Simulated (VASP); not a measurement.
# HfSc2 (I4/mmm) in VASP: notebook

The runs below take HfSc2 through single point, with PBE.

Everything below comes from runs of VASP 6.6.1. Logs are shortened: lines on timing, memory, paths and dates and some standing lists are left out, and cuts for length are marked.

## 1. The cell of the first run

The structure is tetragonal, space group I4/mmm (No. 139). Conventional cell: a = 3.766 Å, b = 3.766 Å, c = 9.964 Å, α = 90.00°, β = 90.00°, γ = 90.00°. Hf (site symmetry 4/mmm) has 10 Sc at 3.13 to 3.33 Å and 4 Hf at 3.77 Å within 4.1 Å. Sc (site symmetry 4mm) has 5 Hf at 3.13 to 3.33 Å and 9 Sc at 3.14 to 3.77 Å within 4.1 Å.

## 2. Single point, PBE

Contents of INCAR:

```
SYSTEM = HfSc2
  ALGO = Normal
  EDIFF = 1E-7
  ENCUT = 520
  GGA = PE
  ISIF = 2
  ISMEAR = 0
  LASPH = .True.
  LCHARG = .True.
  LELF = .True.
  LREAL = .False.
  LVHAR = .True.
  LWAVE = .False.
  NBANDS = 23
  NELM = 100
  PREC = Accurate
  SIGMA = 0.1
```

Contents of KPOINTS:

```
k-points
0
Gamma
  6 6 6
  0 0 0
```

Contents of POSCAR:

```
HfSc2
1.0
   -1.8829101460      1.8829101460      4.9819949307
    1.8829101460     -1.8829101460      4.9819949307
    1.8829101460      1.8829101460     -4.9819949307
Hf Sc
1 2
Direct
    0.0000000000      0.0000000000      0.0000000000
    0.6660372411      0.6660372411      0.0000000000
    0.3339627589      0.3339627589      0.0000000000
```

Potentials or basis: VASP PAW PBE potentials, release 64 (Hf_pv, Sc_sv).

Started as:

```console
cat potpaw_PBE.64/Hf_pv/POTCAR potpaw_PBE.64/Sc_sv/POTCAR > POTCAR
mpirun -np 1 vasp_std > vasp.out
```

OUTCAR:

```text
SYSTEM = HfSc2
   EDIFF = 1E-7
   ENCUT = 520
   GGA = PE
   ISIF = 2
   ISMEAR = 0
   LASPH = .True.
   LREAL = .False.
   NELM = 100
   PREC = Accurate

 ion  position               nearest neighbor table
   1  0.000  0.000  0.000-   2 3.13   2 3.13   2 3.13   3 3.13   2 3.13   3 3.13   3 3.13   3 3.13
                             2 3.33   3 3.33
   2  0.666  0.666  0.000-   1 3.13   1 3.13   1 3.13   1 3.13   3 3.14   3 3.14   3 3.14   3 3.14
                             3 3.31   1 3.33
   3  0.334  0.334  0.000-   1 3.13   1 3.13   1 3.13   1 3.13   2 3.14   2 3.14   2 3.14   2 3.14
                             2 3.31   1 3.33

  LATTYP: Found a body centered tetragonal cell.
 ALAT       =     3.7658202920
 C/A-ratio  =     2.6459015802

  Lattice vectors:

 A1 = (  -1.8829101460,   1.8829101460,   4.9819949307)
 A2 = (   1.8829101460,  -1.8829101460,   4.9819949307)
 A3 = (   1.8829101460,   1.8829101460,  -4.9819949307)

Analysis of symmetry for initial positions (statically):
=====================================================================
 Subroutine PRICEL returns:
 Original cell was already a primitive cell.

 Routine SETGRP: Setting up the symmetry group for a
 body centered tetragonal supercell.

 Subroutine GETGRP returns: Found 16 space group operations
 (whereof 16 operations were pure point group operations)
 out of a pool of 16 trial point group operations.

The static configuration has the point symmetry D_4h.

Analysis of symmetry for dynamics (positions and initial velocities):
=====================================================================
 Subroutine PRICEL returns:
 Original cell was already a primitive cell.

 Routine SETGRP: Setting up the symmetry group for a
 body centered tetragonal supercell.

 Subroutine GETGRP returns: Found 16 space group operations
 (whereof 16 operations were pure point group operations)
 out of a pool of 16 trial point group operations.

The dynamic configuration has the point symmetry D_4h.

 Subroutine INISYM returns: Found 16 space group operations
 (whereof 16 operations are pure point group operations),
 and found     1 'primitive' translations

----------------------------------------------------------------------------------------

                                     Primitive cell

  volume of cell :      70.6517

  direct lattice vectors                    reciprocal lattice vectors
    -1.882910146  1.882910146  4.981994931     0.000000000  0.265546394  0.100361403
     1.882910146 -1.882910146  4.981994931     0.265546394  0.000000000  0.100361403
     1.882910146  1.882910146 -4.981994931     0.265546394  0.265546394  0.000000000

  length of vectors
     5.648979972  5.648979972  5.648979972     0.283879021  0.283879021  0.375539312

  position of ions in fractional coordinates (direct lattice)
     0.000000000  0.000000000  0.000000000
     0.666037241  0.666037241  0.000000000
     0.333962759  0.333962759  0.000000000

  ion indices of the primitive-cell ions
   primitive index   ion index
                 1           1
                 2           2
                 3           3

----------------------------------------------------------------------------------------

 KPOINTS: k-points

Automatic generation of k-mesh.
 Grid dimensions read from file:
 generate k-points for:    6    6    6

 Generating k-lattice:

  Cartesian coordinates                     Fractional coordinates (reciprocal lattice)
     0.000000000  0.044257732  0.016726900     0.166666667 -0.000000000  0.000000000
     0.044257732  0.000000000  0.016726900    -0.000000000  0.166666667  0.000000000
     0.044257732  0.044257732  0.000000000     0.000000000  0.000000000  0.166666667

  Length of vectors
     0.047313170  0.047313170  0.062589885

  Shift w.r.t. Gamma in fractional coordinates (k-lattice)
     0.000000000  0.000000000  0.000000000

 Subroutine IBZKPT returns following result:
 ===========================================

 Found     30 irreducible k-points:

 Following reciprocal coordinates:
            Coordinates               Weight
  0.000000  0.000000  0.000000      1.000000
  0.166667  0.000000  0.000000      8.000000
  0.333333  0.000000 -0.000000      8.000000
  0.500000  0.000000  0.000000      4.000000
  0.166667  0.166667  0.000000      8.000000
  0.333333  0.166667 -0.000000     16.000000
[... 16 lines left out ...]
 -0.333333 -0.333333  0.166667      8.000000
 -0.166667 -0.333333  0.166667      8.000000
 [... further k-points ...]
   k-points           NKPTS =     30   k-points in BZ     NKDIM =     30   number of bands    NBANDS=     23
   number of dos      NEDOS =    301   number of ions     NIONS =      3
   total plane-waves  NPLWV =  74088
   dimension x,y,z NGX =    42 NGY =   42 NGZ =   42
   dimension x,y,z NGXF=    84 NGYF=   84 NGZF=   84
   ions per type =               1   2
   NGX,Y,Z   is equivalent  to a cutoff of  12.36, 12.36, 12.36 a.u.
   NGXF,Y,Z  is equivalent  to a cutoff of  24.72, 24.72, 24.72 a.u.
 SYSTEM =  HfSc2
   PREC   = accura    normal or accurate (medium, high low for compatibility)
   ISTART =      0    job   : 0-new  1-cont  2-samecut
   ICHARG =      2    charge: 1-file 2-atom 10-const
   ISPIN  =      1    spin polarized calculation?
   LNONCOLLINEAR =      F non collinear calculations
   LSORBIT =      F    spin-orbit coupling
   LASPH  =      T    aspherical Exc in radial PAW
   ENCUT  =  520.0 eV  38.22 Ry    6.18 a.u.  10.50 10.50 10.50*2*pi/ulx,y,z
   NELM   =    100;   NELMIN=  2; NELMDL= -5     # of ELM steps
   EDIFF  = 0.1E-06   stopping-criterion for ELM
   LREAL  =      F    real-space projection
   EDIFFG = 0.1E-05   stopping-criterion for IOM
   NSW    =      0    number of steps for IOM
   IBRION =     -1    ionic relax: 0-MD 1-quasi-New 2-CG
   NFREE  =      0    steps in history (QN), initial steepest desc. (CG)
   ISIF   =      2    stress and relaxation
   ISYM   =      2    0-nonsym 1-usesym 2-fastsym
   POTIM  = 0.5000    time-step for ionic-motion
   TEBEG  =    0.0;   TEEND  =   0.0 temperature during run
   PSTRESS=    0.0 pullay stress
   NELECT =      32.0000    total number of electrons
   NUPDOWN=      -1.0000    fix difference up-down
   EMIN   =  10.00;   EMAX   =-10.00  energy-range for DOS
   EFERMI =   0.00;   METHOD = LEGACY
   ISMEAR =     0;   SIGMA  =   0.10  broadening in eV -4-tet -1-fermi 0-gaus
   EFERMI_NEDOS =   21; number of points for ismear=-14 and -15
   IALGO  =     38    algorithm
   IMIX   =      4    mixing-type and parameters
     AMIX     =   0.40;   BMIX     =  1.00
     AMIX_MAG =   1.60;   BMIX_MAG =  1.00
  volume/ion in A,a.u.               =      23.55       158.93
  Fermi-wavevector in a.u.,A,eV,Ry     =   1.257238  2.375834 21.505997  1.580646
  Thomas-Fermi vector in A             =   2.390906
   LORBIT       =      0    0 simple, 1 ext, 2 COOP (PROOUT), +10 PAW based schemes
   GGA     = PE    functional components
   LHFCALC =     F    Hartree Fock is set to
   AEXX    =    0.0000 exact exchange contribution
   IVDW    =     0    specifies the selected vdW correction
   LEPSILON=     F    determine dielectric tensor
   LRPA    =     F    only Hartree local field effects (RPA)
 non-spin polarized calculation
 Gauss-broadening in eV      SIGMA  =   0.10
  energy-cutoff  :      520.00
  volume of cell :       70.65
 maximum number of plane-waves:      1919
 NGX is ok and might be reduce to    42
   NGX = 21   NGY = 21   NGZ = 21

 number of electron      32.0000000 magnetization

 Free energy of the ion-electron system (eV)
  ---------------------------------------------------
  ext. energy  EPLUGINS =         0.00000000
  ---------------------------------------------------
  free energy    TOTEN  =       -21.87630404 eV

  energy without entropy =      -21.84492838  energy(sigma->0) =      -21.86061621

 E-fermi :   4.1012     XC(G=0): -10.3999

 val. band max:        4.0536721434   @ k =   0.5000   0.0000   0.0000
 cond. band min:       4.1030459200   @ k =   0.5000   0.1667   0.0000
 fundamental gap:      0.0493737766
 Fermi energy:         4.1011552564

 k-point     1 :       0.0000    0.0000    0.0000
  band No.  band energies     occupation
      1     -45.1524      2.00000
      2     -45.0813      2.00000
      3     -26.4738      2.00000
      4     -26.4525      2.00000
      5     -26.4525      2.00000
      6     -23.8738      2.00000
[... 15 lines left out ...]
     22       6.0893      0.00000
     23       6.0893      0.00000

 k-point     2 :       0.1667    0.0000    0.0000
  band No.  band energies     occupation
      1     -45.1470      2.00000
      2     -45.0852      2.00000
      3     -26.4736      2.00000
      4     -26.4711      2.00000
      5     -26.4495      2.00000
      6     -23.8701      2.00000
[... 15 lines left out ...]
     22       6.1478      0.00000
     23       6.2397      0.00000

 k-point     3 :       0.3333    0.0000   -0.0000
  band No.  band energies     occupation
      1     -45.1328      2.00000
      2     -45.0963      2.00000
      3     -26.5093      2.00000
      4     -26.4714      2.00000
      5     -26.4433      2.00000
      6     -23.8771      2.00000
[... 15 lines left out ...]
     22       6.5428      0.00000
     23       6.8871      0.00000

 k-point     4 :       0.5000    0.0000    0.0000
  band No.  band energies     occupation
      1     -45.1182      2.00000
      2     -45.1094      2.00000
      3     -26.5278      2.00000
      4     -26.4704      2.00000
      5     -26.4401      2.00000
      6     -23.8844      2.00000
[... 15 lines left out ...]
     22       6.8538      0.00000
     23       7.2841      0.00000

 k-point     5 :       0.1667    0.1667    0.0000
  band No.  band energies     occupation
      1     -45.1412      2.00000
      2     -45.0894      2.00000
      3     -26.4717      2.00000
      4     -26.4706      2.00000
      5     -26.4665      2.00000
      6     -23.8653      2.00000
[... 15 lines left out ...]
     22       6.4919      0.00000
     23       6.9353      0.00000

 k-point     6 :       0.3333    0.1667   -0.0000
  band No.  band energies     occupation
      1     -45.1280      2.00000
      2     -45.0995      2.00000
      3     -26.5080      2.00000
      4     -26.4674      2.00000
      5     -26.4636      2.00000
      6     -23.8795      2.00000
[... 15 lines left out ...]
     22       7.0551      0.00000
     23       7.1486      0.00000

 k-point     7 :       0.5000    0.1667    0.0000
  band No.  band energies     occupation
      1     -45.1173      2.00000
      2     -45.1086      2.00000
      3     -26.5269      2.00000
      4     -26.4663      2.00000
      5     -26.4615      2.00000
      6     -23.8959      2.00000
[... 353 lines left out ...]
     22       7.4287      0.00000
     23       7.4296      0.00000

 k-point    21 :      -0.3333    0.5000    0.1667
  band No.  band energies     occupation
      1     -45.1238      2.00000
      2     -45.1037      2.00000
      3     -26.5082      2.00000
      4     -26.4655      2.00000
      5     -26.4641      2.00000
      6     -23.8877      2.00000
[... 15 lines left out ...]
     22       7.2766      0.00000
     23       7.3115      0.00000

 k-point    22 :      -0.1667    0.5000    0.1667
  band No.  band energies     occupation
      1     -45.1286      2.00000
      2     -45.1006      2.00000
      3     -26.5094      2.00000
      4     -26.4687      2.00000
      5     -26.4436      2.00000
      6     -23.8927      2.00000
[... 15 lines left out ...]
     22       7.1289      0.00000
     23       7.1946      0.00000

 k-point    23 :      -0.3333   -0.3333    0.1667
  band No.  band energies     occupation
      1     -45.1370      2.00000
      2     -45.0937      2.00000
      3     -26.4716      2.00000
      4     -26.4695      2.00000
      5     -26.4650      2.00000
      6     -23.8496      2.00000
[... 15 lines left out ...]
     22       6.8028      0.00000
     23       7.3245      0.00000

 k-point    24 :      -0.1667   -0.3333    0.1667
  band No.  band energies     occupation
      1     -45.1436      2.00000
      2     -45.0887      2.00000
      3     -26.4731      2.00000
      4     -26.4684      2.00000
      5     -26.4501      2.00000
      6     -23.8613      2.00000
[... 15 lines left out ...]
     22       6.5261      0.00000
     23       6.7419      0.00000

 [... further k-points ...]

------------------------ aborting loop because EDIFF is reached ----------------------------------------

  FORCE on cell =-STRESS in cart. coord.  units (eV):
  Direction    XX          YY          ZZ          XY          YZ          ZX
  --------------------------------------------------------------------------------------
  -------------------------------------------------------------------------------------
  Total       -0.1599491     -0.1599491      0.1549706      0.0000000     -0.0000000      0.0000000
  in kB       -3.6271874     -3.6271874      3.5142877      0.0000000     -0.0000000      0.0000000
  external PRESSURE =      -1.2466957 kB  Pullay stress =       0.0000000 kB

 VOLUME and BASIS-vectors are now :
 -----------------------------------------------------------------------------
  energy-cutoff  :      520.00
  volume of cell :       70.65
      direct lattice vectors                 reciprocal lattice vectors
    -1.882910146  1.882910146  4.981994931     0.000000000  0.265546394  0.100361403
     1.882910146 -1.882910146  4.981994931     0.265546394  0.000000000  0.100361403
     1.882910146  1.882910146 -4.981994931     0.265546394  0.265546394  0.000000000

 POSITION                                       TOTAL-FORCE (eV/Angst)
 -----------------------------------------------------------------------------------
      0.00000      0.00000      0.00000        -0.000000     -0.000000      0.000000
      0.00000      0.00000      6.63639         0.000000      0.000000     -0.032998
      0.00000      0.00000      3.32760        -0.000000     -0.000000      0.032998
 -----------------------------------------------------------------------------------
    total drift:                               -0.000000      0.000000     -0.000000

  FREE ENERGIE OF THE ION-ELECTRON SYSTEM (eV)
  ---------------------------------------------------
  free  energy   TOTEN  =       -21.8763040366 eV

  energy  without entropy=      -21.8449283833  energy(sigma->0) =      -21.86061621
```

Wall time 84 s (1 thread of Intel Xeon Platinum 8488C (Sapphire Rapids), shared host); peak memory 0.27 GiB.

Results:

- Free energy: -21.8763 eV
- Pressure: -0.1 GPa
- Largest force: 0.033 eV/Å
- Band gap on the k mesh: zero (bands 16 and 17 overlap by 1.43 eV)

Forces in eV/Å, atoms in the order of the input:
```
Hf   0.000  0.000  0.000
Sc   0.000  0.000 -0.033
Sc   0.000  0.000  0.033
```

Caveat: spin-orbit coupling is left out, which moves the levels of the heavy elements.

## 3. Single point, PBE

This run uses another cell than the first one, of 18.71 Å³/atom.

Contents of INCAR:

```
  ALGO = Normal
  EDIFF = 1E-7
  ENCUT = 520
  GGA = PE
  ISIF = 2
  ISMEAR = 0
  LASPH = T
  LCHARG = F
  LREAL = F
  LWAVE = F
  NBANDS = 23
  NELM = 100
  PREC = Accurate
  SIGMA = 0.1
```

Contents of KPOINTS:

```
k-points
0
Gamma
  8 8 8
```

Contents of POSCAR:

```
HfSc2
1.0
   -1.7882778958      1.7882778958      4.3868692131
    1.7882778958     -1.7882778958      4.3868692131
    1.7882778958      1.7882778958     -4.3868692131
Hf Sc
1 2
Direct
    0.0000000000      0.0000000000      0.0000000000
    0.6650000000      0.6650000000      0.0000000000
    0.3350000000      0.3350000000      0.0000000000
```

Potentials or basis: VASP PAW PBE potentials, release 64 (Hf_pv, Sc_sv).

Started as:

```console
cat potpaw_PBE.64/Hf_pv/POTCAR potpaw_PBE.64/Sc_sv/POTCAR > POTCAR
mpirun -np 1 vasp_std > vasp.out
```

Wall time 1.7 min (1 thread of Intel Xeon Platinum 8488C (Sapphire Rapids), shared host); peak memory 0.28 GiB.

Results (log left out):

```
Free energy            : -20.9845 eV
Pressure               : 21.5 GPa
Largest force          : 0.352 eV/Å
Band gap on the k mesh : zero (bands 16 and 17 overlap by 1.61 eV)
```

Forces in eV/Å, atoms in the order of the input:
```
Hf   0.000  0.000  0.000
Sc   0.000  0.000  0.352
Sc   0.000  0.000 -0.352
```

Stress tensor (GPa, compression positive):
```
18.89  0.00  0.00
 0.00 18.89  0.00
 0.00  0.00 26.82
```

Levels at points of the mesh, in eV from the Fermi level:
| k point | band 14 | band 15 | band 16 | band 17 | band 18 | band 19 |
| --- | --- | --- | --- | --- | --- | --- |
| (0.00, 0.00, 0.00) | -0.90 | -0.60 | -0.20 | 0.71 | 1.97 | 1.97 |
| (0.50, 0.00, 0.00) | -2.10 | -0.62 | -0.11 | 0.51 | 0.68 | 1.18 |
| (0.50, 0.50, 0.00) | -0.70 | -0.29 | -0.09 | 0.11 | 0.20 | 0.78 |
| (0.50, 0.50, 0.50) | -2.63 | -1.95 | 1.38 | 1.38 | 1.55 | 1.55 |

Caveat: the stress differs along the axes, from 19 to 27 GPa; spin-orbit coupling is left out, which moves the levels of the heavy elements.

The gap in the log of VASP goes by the Fermi energy; the results here count the filled bands.